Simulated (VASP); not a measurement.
BeAs, 2 atoms in the cell. The typed cell holds 2 atoms: a = 3.414 Å, b = 3.414 Å, c = 3.414 Å, α = 60.02°, β = 60.02°, γ = 60.02°. 

- Program: VASP 6.6.1
- Task: single point
- Functional: PBE
- Potentials or basis: VASP PAW PBE potentials, release 64 (Be, As)
- Cutoff: 520 eV
- k mesh: 21 × 21 × 21
- Occupations: gaussian, width 0.1 eV
- Spin: no spin polarisation
- Dipole correction: no
- Further INCAR settings: ALGO = Normal; EDIFF = 1e-07; NBANDS = 10

Potentials or basis: VASP PAW PBE potentials, release 64 (Be, As).

Run with:

```bash
$ cat potpaw_PBE.64/Be/POTCAR potpaw_PBE.64/As/POTCAR > POTCAR
$ mpirun -np 1 vasp_std > vasp.out
```

Hardware: 1 thread of Intel(R) Xeon(R) Platinum 8488C (Sapphire Rapids), with other jobs on the host.

Q: How long does it take, and how much memory?

A: It took 2.9 min on 1 thread of Intel(R) Xeon(R) Platinum 8488C (Sapphire Rapids), with other jobs on the host, peak memory 0.39 GiB. Counts: scf iterations 12, k points 891.
